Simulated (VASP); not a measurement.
# ZnS (F222) in VASP: further runs, part 2 of 2

VASP 6.6.1. Earlier steps stand in the parts before.

**3. Single point, r2SCAN (strain +0.0250 x Voigt [1, -1, 0, 0, 0, 0])**

Contents of POSCAR:

```
ZnS
1.0
    0.0000000000      2.6370337500      2.7046500000
    2.7722662500      0.0000000000      2.7046500000
    2.7722662500      2.6370337500      0.0000000000
Zn S
1 1
Direct
    0.0000000000      0.0000000000      0.0000000000
    0.7500000000      0.7500000000      0.7500000000
```

Contents of INCAR.step1:

```
PREC     = Accurate       # precision mode
ENCUT    = 520            # plane-wave cutoff, eV
ISMEAR   = 0              # smearing method
SIGMA    = 0.05           # smearing width, eV
LREAL    = F              # projectors in reciprocal space
LASPH    = T              # aspherical terms in the spheres
NELM     = 100            # most SCF steps
NBANDS   = 16             # bands
GGA      = PE             # functional
ALGO     = Normal         # electronic algorithm
EDIFF    = 1E-4           # SCF threshold, eV
LWAVE    = T              # write WAVECAR
LCHARG   = F              # write CHGCAR
```

Contents of INCAR.step2:

```
PREC     = Accurate       # precision mode
ENCUT    = 520            # plane-wave cutoff, eV
EDIFF    = 1E-6           # SCF threshold, eV
ISMEAR   = 0              # smearing method
SIGMA    = 0.05           # smearing width, eV
LREAL    = F              # projectors in reciprocal space
LASPH    = T              # aspherical terms in the spheres
NELM     = 100            # most SCF steps
ALGO     = Normal         # electronic algorithm
ISIF     = 2              # what is computed and relaxed
LWAVE    = F              # write WAVECAR
LCHARG   = F              # write CHGCAR
METAGGA  = R2SCAN         # meta-GGA
LMIXTAU  = T            
NBANDS   = 16             # bands
ISTART   = 1
```

Contents of KPOINTS:

```
regular mesh
0
Gamma
  8 8 8
```

Potentials or basis: VASP PAW PBE potentials, release 64 (Zn, S).

Run with:

```console
$ cat potpaw_PBE.64/Zn/POTCAR potpaw_PBE.64/S/POTCAR > POTCAR
$ cp INCAR.step1 INCAR
$ mpirun -np 1 vasp_std > vasp.out
$ cp INCAR.step2 INCAR
$ mpirun -np 1 vasp_std > vasp.out
```

OUTCAR:

```text
PREC = Accurate
   ENCUT = 520
   EDIFF = 1E-6
   ISMEAR = 0
   LREAL = F
   LASPH = T
   NELM = 100
   ISIF = 2
   METAGGA = R2SCAN
   ISTART = 1

 ion  position               nearest neighbor table
   1  0.000  0.000  0.000-   2 2.34   2 2.34   2 2.34   2 2.34
   2  0.750  0.750  0.750-   1 2.34   1 2.34   1 2.34   1 2.34

  LATTYP: Found a face centered orthorhombic cell.
 ALAT       =     5.2740675000
 B/A-ratio  =     1.0256410256
 C/A-ratio  =     1.0512820513

  Lattice vectors:

 A1 = (  -2.7722662500,   0.0000000000,  -2.7046500000)
 A2 = (  -2.7722662500,   2.6370337500,   0.0000000000)
 A3 = (   0.0000000000,   2.6370337500,  -2.7046500000)

Analysis of symmetry for initial positions (statically):
=====================================================================
 Subroutine PRICEL returns:
 Original cell was already a primitive cell.

 Routine SETGRP: Setting up the symmetry group for a
 face centered orthorhombic supercell.

 Subroutine GETGRP returns: Found  4 space group operations
 (whereof  4 operations were pure point group operations)
 out of a pool of  8 trial point group operations.

The static configuration has the point symmetry D_2 .

Analysis of symmetry for dynamics (positions and initial velocities):
=====================================================================
 Subroutine PRICEL returns:
 Original cell was already a primitive cell.

 Routine SETGRP: Setting up the symmetry group for a
 face centered orthorhombic supercell.

 Subroutine GETGRP returns: Found  4 space group operations
 (whereof  4 operations were pure point group operations)
 out of a pool of  8 trial point group operations.

The dynamic configuration has the point symmetry D_2 .

 Subroutine INISYM returns: Found  4 space group operations
 (whereof  4 operations are pure point group operations),
 and found     1 'primitive' translations

----------------------------------------------------------------------------------------

                                     Primitive cell

  volume of cell :      39.5450

  direct lattice vectors                    reciprocal lattice vectors
     0.000000000  2.637033750  2.704650000    -0.180357857  0.189606978  0.184866803
     2.772266250  0.000000000  2.704650000     0.180357857 -0.189606978  0.184866803
     2.772266250  2.637033750  0.000000000     0.180357857  0.189606978 -0.184866803

  length of vectors
     3.777443397  3.873059744  3.826147822     0.320398966  0.320398966  0.320398966

  position of ions in fractional coordinates (direct lattice)
     0.000000000  0.000000000  0.000000000
     0.750000000  0.750000000  0.750000000

  ion indices of the primitive-cell ions
   primitive index   ion index
                 1           1
                 2           2

----------------------------------------------------------------------------------------

 KPOINTS: regular mesh

Automatic generation of k-mesh.
 Grid dimensions read from file:
 generate k-points for:    8    8    8

 Generating k-lattice:

  Cartesian coordinates                     Fractional coordinates (reciprocal lattice)
    -0.022544732  0.023700872  0.023108350     0.125000000 -0.000000000  0.000000000
     0.022544732 -0.023700872  0.023108350    -0.000000000  0.125000000  0.000000000
     0.022544732  0.023700872 -0.023108350     0.000000000  0.000000000  0.125000000

  Length of vectors
     0.040049871  0.040049871  0.040049871

  Shift w.r.t. Gamma in fractional coordinates (k-lattice)
     0.000000000  0.000000000  0.000000000

 Subroutine IBZKPT returns following result:
 ===========================================

 Found     95 irreducible k-points:

 Following reciprocal coordinates:
            Coordinates               Weight
  0.000000  0.000000  0.000000      1.000000
  0.125000  0.000000  0.000000      8.000000
  0.250000  0.000000  0.000000      8.000000
  0.375000  0.000000  0.000000      8.000000
  0.500000  0.000000  0.000000      4.000000
  0.125000  0.125000  0.000000      2.000000
[... 16 lines left out ...]
  0.250000  0.000000  0.125000      8.000000
  0.375000  0.000000  0.125000      8.000000
 [... further k-points ...]
   k-points           NKPTS =     95   k-points in BZ     NKDIM =     95   number of bands    NBANDS=     16
   number of dos      NEDOS =    301   number of ions     NIONS =      2
   total plane-waves  NPLWV =  23520
   dimension x,y,z NGX =    28 NGY =   30 NGZ =   28
   dimension x,y,z NGXF=    56 NGYF=   60 NGZF=   56
   ions per type =               1   1
   NGX,Y,Z   is equivalent  to a cutoff of  12.32, 12.88, 12.17 a.u.
   NGXF,Y,Z  is equivalent  to a cutoff of  24.65, 25.75, 24.33 a.u.
 SYSTEM =  unknown system
   PREC   = accura    normal or accurate (medium, high low for compatibility)
   ISTART =      1    job   : 0-new  1-cont  2-samecut
   ICHARG =      0    charge: 1-file 2-atom 10-const
   ISPIN  =      1    spin polarized calculation?
   LNONCOLLINEAR =      F non collinear calculations
   LSORBIT =      F    spin-orbit coupling
   LASPH  =      T    aspherical Exc in radial PAW
   ENCUT  =  520.0 eV  38.22 Ry    6.18 a.u.   7.02  7.20  7.11*2*pi/ulx,y,z
   NELM   =    100;   NELMIN=  2; NELMDL=  0     # of ELM steps
   EDIFF  = 0.1E-05   stopping-criterion for ELM
   LREAL  =      F    real-space projection
   EDIFFG = 0.1E-04   stopping-criterion for IOM
   NSW    =      0    number of steps for IOM
   IBRION =     -1    ionic relax: 0-MD 1-quasi-New 2-CG
   NFREE  =      0    steps in history (QN), initial steepest desc. (CG)
   ISIF   =      2    stress and relaxation
   ISYM   =      2    0-nonsym 1-usesym 2-fastsym
   POTIM  = 0.5000    time-step for ionic-motion
   TEBEG  =    0.0;   TEEND  =   0.0 temperature during run
   PSTRESS=    0.0 pullay stress
   NELECT =      18.0000    total number of electrons
   NUPDOWN=      -1.0000    fix difference up-down
   EMIN   =  10.00;   EMAX   =-10.00  energy-range for DOS
   EFERMI =   0.00;   METHOD = LEGACY
   ISMEAR =     0;   SIGMA  =   0.05  broadening in eV -4-tet -1-fermi 0-gaus
   EFERMI_NEDOS =   21; number of points for ismear=-14 and -15
   IALGO  =     38    algorithm
   IMIX   =      4    mixing-type and parameters
     AMIX     =   0.40;   BMIX     =  1.00
     AMIX_MAG =   1.60;   BMIX_MAG =  1.00
  volume/ion in A,a.u.               =      19.77       133.43
  Fermi-wavevector in a.u.,A,eV,Ry     =   1.259317  2.379764 21.577201  1.585880
  Thomas-Fermi vector in A             =   2.392883
   LORBIT       =      0    0 simple, 1 ext, 2 COOP (PROOUT), +10 PAW based schemes
   METAGGA = R2SCAN    functional components
   LHFCALC =     F    Hartree Fock is set to
   AEXX    =    0.0000 exact exchange contribution
   IVDW    =     0    specifies the selected vdW correction
   LEPSILON=     F    determine dielectric tensor
   LRPA    =     F    only Hartree local field effects (RPA)
 non-spin polarized calculation
 Gauss-broadening in eV      SIGMA  =   0.05
  energy-cutoff  :      520.00
  volume of cell :       39.55
 maximum number of plane-waves:      1084
   NGX = 13   NGY = 15   NGZ = 15

 number of electron      18.0000011 magnetization

 Free energy of the ion-electron system (eV)
  ---------------------------------------------------
  ext. energy  EPLUGINS =         0.00000000
  ---------------------------------------------------
  free energy    TOTEN  =       -18.85877363 eV

  energy without entropy =      -18.85877363  energy(sigma->0) =      -18.85877363

 E-fermi :   2.1216     XC(G=0): -10.2734

 val. band max:        1.8923344666   @ k =   0.0000   0.0000   0.0000
 cond. band min:       4.4651024254   @ k =   0.0000   0.0000   0.0000
 fundamental gap:      2.5727679588
 Fermi energy:         2.1215820627

 k-point     1 :       0.0000    0.0000    0.0000
  band No.  band energies     occupation
      1     -11.8453      2.00000
      2      -4.6938      2.00000
      3      -4.6775      2.00000
      4      -4.6643      2.00000
      5      -4.1446      2.00000
      6      -4.1337      2.00000
[... 8 lines left out ...]
     15      14.2994      0.00000
     16      14.5107      0.00000
[... 419 lines left out ...]
 k-point    24 :       0.3750    0.0000    0.1250
  band No.  band energies     occupation
      1     -11.0830      2.00000
      2      -4.5901      2.00000
      3      -4.5530      2.00000
      4      -4.4777      2.00000
      5      -4.1322      2.00000
      6      -4.1003      2.00000
[... 8 lines left out ...]
     15      15.1297      0.00000
     16      15.6122      0.00000

 [... further k-points ...]
[... 5 lines left out ...]
  --------------------------------------------------------------------------------------
  -------------------------------------------------------------------------------------
  Total       -0.4924706      0.0514772     -0.1714927      0.0000000      0.0000000      0.0000000
  in kB      -19.9525880      2.0856138     -6.9480769      0.0000000      0.0000000      0.0000000
  external PRESSURE =      -8.2716837 kB  Pullay stress =       0.0000000 kB

 VOLUME and BASIS-vectors are now :
 -----------------------------------------------------------------------------
  energy-cutoff  :      520.00
  volume of cell :       39.55
      direct lattice vectors                 reciprocal lattice vectors
     0.000000000  2.637033750  2.704650000    -0.180357857  0.189606978  0.184866803
     2.772266250  0.000000000  2.704650000     0.180357857 -0.189606978  0.184866803
     2.772266250  2.637033750  0.000000000     0.180357857  0.189606978 -0.184866803

 POSITION                                       TOTAL-FORCE (eV/Angst)
 -----------------------------------------------------------------------------------
      0.00000      0.00000      0.00000        -0.000000      0.000000      0.000000
      4.15840      3.95555      4.05697         0.000000     -0.000000      0.000000
 -----------------------------------------------------------------------------------
    total drift:                               -0.000281      0.000058     -0.000590

  FREE ENERGIE OF THE ION-ELECTRON SYSTEM (eV)
  ---------------------------------------------------
  free  energy   TOTEN  =       -18.8587736280 eV

  energy  without entropy=      -18.8587736280  energy(sigma->0) =      -18.85877363
```

Wall time 3 min (1 thread of Intel Xeon Platinum 8488C (Sapphire Rapids), shared host); peak memory 0.2 GiB.

Results:

```
Free energy            : -18.8588 eV
Pressure               : -0.8 GPa
Band gap on the k mesh : 2.57 eV, direct
```

Stress tensor (GPa, compression positive):
```
-2.00  0.00  0.00
 0.00  0.21  0.00
 0.00  0.00 -0.69
```

Levels at points of the mesh, in eV from the valence-band top:
| k point | band 6 | band 7 | band 8 | band 9 | band 10 | band 11 | band 12 | band 13 |
| --- | --- | --- | --- | --- | --- | --- | --- | --- |
| (0.00, 0.00, 0.00) | -6.03 | -0.18 | -0.08 | 0.00 | 2.57 | 6.83 | 6.83 | 6.84 |
| (0.50, 0.00, 0.00) | -5.84 | -5.45 | -1.09 | -0.85 | 3.70 | 7.14 | 7.53 | 9.33 |
| (0.50, 0.50, 0.00) | -5.82 | -4.68 | -2.40 | -2.29 | 3.65 | 4.41 | 11.63 | 12.41 |
| (0.50, 0.00, 0.50) | -5.78 | -4.53 | -2.51 | -2.46 | 3.52 | 4.15 | 11.94 | 12.53 |
| (0.00, 0.50, 0.50) | -5.86 | -4.83 | -2.24 | -2.19 | 3.79 | 4.65 | 11.35 | 12.65 |

Caveat: the cell differs from its parent crystal (strain +0.0250 x Voigt [1, -1, 0, 0, 0, 0]); the PAW data sets were made with another functional, which shifts forces and pressure a little.
